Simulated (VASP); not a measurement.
# NaF (I4/mmm) in VASP: single point with HSE06

Aim: the single point of NaF with HSE06.

Program: VASP 6.6.1. These are calculated values, not measurements. Logs are shortened: lines on timing, memory, paths and dates and some standing lists are left out, and cuts for length are marked.

## (1) The cell of the first run

It takes space group I4/mmm (No. 139, tetragonal). The conventional cell has a = 3.249 Å, b = 3.249 Å, c = 4.371 Å, α = 90.00°, β = 90.00°, γ = 90.00°. Na (site symmetry 4/mmm) has 6 F at 2.19 to 2.30 Å within 2.9 Å. Within 2.9 Å of F (site symmetry 4/mmm) lie 6 Na at 2.19 to 2.30 Å.

## (2) Single point, HSE06 (uniaxial x strain -4.9%)

File POSCAR:

```
NaF
1.0
    0.0000000000      2.2971680881      2.2971680881
    2.1852960022      0.0000000000      2.2971680881
    2.1852960022      2.2971680881      0.0000000000
Na F
1 1
Direct
    0.0000000000      0.0000000000      0.0000000000
    0.5000000000      0.5000000000      0.5000000000
```

File INCAR.step1:

```
  ALGO = Normal
  EDIFF = 1E-5
  ENCUT = 520
  GGA = PE
  ISIF = 2
  ISMEAR = 0
  LASPH = T
  LREAL = F
  LWAVE = T
  NBANDS = 14
  NELM = 60
  PREC = Accurate
  SIGMA = 0.01
```

File INCAR.step2:

```
  ALGO = Normal
  EDIFF = 1E-6
  ENCUT = 520
  GGA = PE
  HFSCREEN = 0.2079
  ISIF = 2
  ISMEAR = 0
  ISTART = 1
  LASPH = T
  LCHARG = T
  LELF = T
  LHFCALC = T
  LREAL = F
  LVHAR = T
  LWAVE = F
  NBANDS = 14
  NELM = 60
  PREC = Accurate
  PRECFOCK = Normal
  SIGMA = 0.01
```

File KPOINTS:

```
k-points
0
Gamma
  6 6 6
```

Potentials or basis: VASP PAW PBE potentials, release 64 (Na_pv, F).

Command:

```sh
$ cat potpaw_PBE.64/Na_pv/POTCAR potpaw_PBE.64/F/POTCAR > POTCAR
$ cp INCAR.step1 INCAR
$ mpirun -np 1 vasp_std > vasp.out
$ cp INCAR.step2 INCAR
$ mpirun -np 1 vasp_std > vasp.out
```

OUTCAR:

```text
EDIFF = 1E-6
   ENCUT = 520
   GGA = PE
   HFSCREEN = 0.2079
   ISIF = 2
   ISMEAR = 0
   ISTART = 1
   LASPH = T
   LHFCALC = T
   LREAL = F
   NELM = 60
   PREC = Accurate
   PRECFOCK = Normal

 ion  position               nearest neighbor table
   1  0.000  0.000  0.000-   2 2.19   2 2.19   2 2.30   2 2.30   2 2.30   2 2.30
   2  0.500  0.500  0.500-   1 2.19   1 2.19   1 2.30   1 2.30   1 2.30   1 2.30

  LATTYP: Found a body centered tetragonal cell.
 ALAT       =     3.2486862652
 C/A-ratio  =     1.3453413619

  Lattice vectors:

 A1 = (  -2.1852960022,   0.0000000000,  -2.2971680881)
 A2 = (  -2.1852960022,   0.0000000000,   2.2971680881)
 A3 = (   2.1852960022,   2.2971680881,   0.0000000000)

Analysis of symmetry for initial positions (statically):
=====================================================================
 Subroutine PRICEL returns:
 Original cell was already a primitive cell.

 Routine SETGRP: Setting up the symmetry group for a
 body centered tetragonal supercell.

 Subroutine GETGRP returns: Found 16 space group operations
 (whereof 16 operations were pure point group operations)
 out of a pool of 16 trial point group operations.

The static configuration has the point symmetry D_4h.

Analysis of symmetry for dynamics (positions and initial velocities):
=====================================================================
 Subroutine PRICEL returns:
 Original cell was already a primitive cell.

 Routine SETGRP: Setting up the symmetry group for a
 body centered tetragonal supercell.

 Subroutine GETGRP returns: Found 16 space group operations
 (whereof 16 operations were pure point group operations)
 out of a pool of 16 trial point group operations.

The dynamic configuration has the point symmetry D_4h.

 Subroutine INISYM returns: Found 16 space group operations
 (whereof 16 operations are pure point group operations),
 and found     1 'primitive' translations

----------------------------------------------------------------------------------------

                                     Primitive cell

  volume of cell :      23.0635

  direct lattice vectors                    reciprocal lattice vectors
     0.000000000  2.297168088  2.297168088    -0.228801956  0.217659301  0.217659301
     2.185296002  0.000000000  2.297168088     0.228801956 -0.217659301  0.217659301
     2.185296002  2.297168088  0.000000000     0.228801956  0.217659301 -0.217659301
[... 96 lines left out ...]
   NUPDOWN=      -1.0000    fix difference up-down
   EMIN   =  10.00;   EMAX   =-10.00  energy-range for DOS
   EFERMI =   0.00;   METHOD = LEGACY
   ISMEAR =     0;   SIGMA  =   0.01  broadening in eV -4-tet -1-fermi 0-gaus
   EFERMI_NEDOS =   21; number of points for ismear=-14 and -15
   IALGO  =     38    algorithm
   IMIX   =      1    mixing-type and parameters
     AMIX     =   0.40;   BMIX     =  1.00
     AMIX_MAG =   1.60;   BMIX_MAG =  1.00
  volume/ion in A,a.u.               =      11.53        77.82
  Fermi-wavevector in a.u.,A,eV,Ry     =   1.386146  2.619436 26.142235  1.921400
  Thomas-Fermi vector in A             =   2.510489
   LORBIT       =      0    0 simple, 1 ext, 2 COOP (PROOUT), +10 PAW based schemes
   GGA     = PE    functional components
   LHFCALC =     T    Hartree Fock is set to
   PRECFOCK=normal    Normal, Fast or Accurate (Low or Medium for compatibility)
   ENCUT4O =  -1.0   cutoff for four orbital integrals eV
   NKREDX  =     1    reduce k-point grid by
   NKREDY  =     1    reduce k-point grid by
   NKREDZ  =     1    reduce k-point grid by
   AEXX    =    0.2500 exact exchange contribution
   HFSCREEN=    0.2079 screening length (either q_TF or 0.3 A-1)
   HFSCREENC=   0.2079 screening length for correlation (either q_TF or 0.3 A-1)
   ENCUTFOCK=  -1.0 apply spherical cutoff to Coloumb kernel
   IVDW    =     0    specifies the selected vdW correction
   LEPSILON=     F    determine dielectric tensor
   LRPA    =     F    only Hartree local field effects (RPA)
 non-spin polarized calculation
 Gauss-broadening in eV      SIGMA  =   0.01
  energy-cutoff  :      520.00
  volume of cell :       23.06
 maximum number of plane-waves:       636
  NGX = 20; NGY = 18; NGZ = 18

 number of electron      14.0000015 magnetization

 Free energy of the ion-electron system (eV)
  ---------------------------------------------------
  ext. energy  EPLUGINS =         0.00000000
  ---------------------------------------------------
  free energy    TOTEN  =       -10.26751217 eV

  energy without entropy =      -10.26751217  energy(sigma->0) =      -10.26751217

 E-fermi :  -3.2842     XC(G=0):  -7.7933

 val. band max:       -3.4361179635   @ k =   0.0000   0.0000   0.0000
 cond. band min:       5.4714781966   @ k =   0.0000   0.0000   0.0000
 fundamental gap:      8.9075961601
 Fermi energy:        -3.2842376386

 k-point     1 :       0.0000    0.0000    0.0000
  band No.  band energies     occupation
      1     -24.3100      2.00000
      2     -23.5638      2.00000
      3     -23.5638      2.00000
      4     -23.5581      2.00000
      5      -3.4430      2.00000
      6      -3.4361      2.00000
      7      -3.4361      2.00000
      8       5.4715      0.00000
      9      18.4242      0.00000
     10      18.4242      0.00000
     11      18.7728      0.00000
     12      21.3164      0.00000
     13      23.2499      0.00000
     14      24.8480      0.00000
[... 377 lines left out ...]
      1     -24.6158      2.00000
      2     -23.6522      2.00000
      3     -23.6303      2.00000
      4     -22.9925      2.00000
      5      -4.7397      2.00000
      6      -4.2687      2.00000
      7      -3.9506      2.00000
      8      11.7688      0.00000
      9      12.3842      0.00000
     10      15.9254      0.00000
     11      18.1647      0.00000
     12      23.1667      0.00000
     13      24.0218      0.00000
     14      28.5631      0.00000

 [... further k-points ...]
[... 5 lines left out ...]
  --------------------------------------------------------------------------------------
  -------------------------------------------------------------------------------------
  Total        1.4122167      0.4352455      0.4352455      0.0000000      0.0000000     -0.0000000
  in kB       98.1038639     30.2356308     30.2356308      0.0000000      0.0000000     -0.0000000
  external PRESSURE =      52.8583752 kB  Pullay stress =       0.0000000 kB

 VOLUME and BASIS-vectors are now :
 -----------------------------------------------------------------------------
  energy-cutoff  :      520.00
  volume of cell :       23.06
      direct lattice vectors                 reciprocal lattice vectors
     0.000000000  2.297168088  2.297168088    -0.228801956  0.217659301  0.217659301
     2.185296002  0.000000000  2.297168088     0.228801956 -0.217659301  0.217659301
     2.185296002  2.297168088  0.000000000     0.228801956  0.217659301 -0.217659301

 POSITION                                       TOTAL-FORCE (eV/Angst)
 -----------------------------------------------------------------------------------
      0.00000      0.00000      0.00000         0.000000      0.000000      0.000000
      2.18530      2.29717      2.29717         0.000000      0.000000      0.000000
 -----------------------------------------------------------------------------------
    total drift:                                0.000001      0.000000     -0.000000

  FREE ENERGIE OF THE ION-ELECTRON SYSTEM (eV)
  ---------------------------------------------------
  free  energy   TOTEN  =       -10.2675121729 eV

  energy  without entropy=      -10.2675121729  energy(sigma->0) =      -10.26751217
```

OSZICAR.step1:

```text
N       E                     dE             d eps       ncg     rms          rms(c)
DAV:   1     0.108825299741E+03    0.10883E+03   -0.77079E+03   846   0.123E+03
DAV:   2    -0.390514311011E+01   -0.11273E+03   -0.10447E+03   960   0.343E+02
DAV:   3    -0.935022243145E+01   -0.54451E+01   -0.54327E+01  1038   0.683E+01
DAV:   4    -0.938807130835E+01   -0.37849E-01   -0.37848E-01   972   0.625E+00
DAV:   5    -0.938840488201E+01   -0.33357E-03   -0.33357E-03  1050   0.596E-01    0.546E+00
DAV:   6    -0.849981440114E+01    0.88859E+00   -0.29760E+00  1066   0.155E+01    0.176E+00
DAV:   7    -0.849125924427E+01    0.85552E-02   -0.30462E-02   864   0.206E+00    0.105E+00
DAV:   8    -0.849258819528E+01   -0.13290E-02   -0.25951E-02   888   0.299E+00    0.144E-01
DAV:   9    -0.849305110990E+01   -0.46291E-03   -0.36574E-03  1162   0.594E-01    0.985E-02
DAV:  10    -0.849300766147E+01    0.43448E-04   -0.60041E-04   888   0.309E-01    0.158E-02
DAV:  11    -0.849301461994E+01   -0.69585E-05   -0.19651E-05   964   0.465E-02
   1 F= -.84930146E+01 E0= -.84930146E+01  d E =-.161129E-36
```

It took 18 min on 1 thread of Intel Xeon Platinum 8488C (Sapphire Rapids), shared host; peak memory 0.24 GiB.

What came out:

- Free energy: -10.2675 eV
- Pressure: 5.3 GPa
- Band gap on the k mesh: 8.91 eV, direct

Caveat: the cell differs from its parent crystal (uniaxial x strain -4.9%); the PAW data sets were made with another functional, which shifts forces and pressure a little.
